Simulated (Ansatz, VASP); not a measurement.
**Ag in VASP and in Ansatz**

File INCAR:

```
ALGO = Normal
EDIFF = 1E-7
ENCUT = 520
GGA = PE
ISIF = 2
ISMEAR = -1
LASPH = True
LCHARG = False
LREAL = False
LWAVE = False
NBANDS = 18
NELM = 80
PREC = Accurate
SIGMA = 0.05
```

Contents of KPOINTS:

```
k-points
0
Gamma
  15 15 8
```

File POSCAR:

```
Ag
1.0
    2.5741117118      0.0000000000      0.0000000000
   -1.2870558559      2.2292461346      0.0000000000
    0.0000000000      0.0000000000      4.2317832689
Ag
2
Direct
    0.3333333333      0.6666666667      0.2500000000
    0.6666666667      0.3333333333      0.7500000000
```

Input for Ansatz:

```yaml
crystal:
  lattice:
    - [2.5741117118, 0.0, 0.0]
    - [-1.2870558559, 2.2292461346, 0.0]
    - [0.0, 0.0, 4.2317832689]
  atoms:
    - { symbol: Ag, position: [0.3333333333, 0.6666666667, 0.25] }
    - { symbol: Ag, position: [0.6666666667, 0.3333333333, 0.75] }
kpoints:
  mp_grid: { grid: [15, 15, 8] }
scf:
  occupations: { method: fermi_dirac, width: 0.05 }
hamiltonian:
  xc: pbe
  pseudopotentials: { kind: all_electron, lapw: { basis_error: 0.001 } }
output:
  forces: true
  stress: true
  eigenvalues: true
  populations: true
```

Change from the starting cell: volume scaled by 0.68, LAPW.

Alike in both runs: task single point; functional PBE; k mesh 15 × 15 × 8; occupations fermi-dirac, width 0.05 eV; no spin polarisation.

|  | VASP | Ansatz |
| --- | --- | --- |
| version | VASP 6.6.1 | Ansatz 0.2.0 |
| potentials or method | VASP PAW PBE potentials, release 64 (Ag), cutoff 520 eV | all-electron LAPW, scalar-relativistic |

VASP gave:

- pressure (GPa): 103.6

Problem. What did Ansatz give for the same quantities?

Solution. Pressure (GPa): 104.4.

Both programs put the cell under a high pressure, so it lies far from rest at this level. Ansatz ran all-electron here, and VASP with PAW potentials.

Noted on VASP's run: the cell as given lies far from equilibrium.
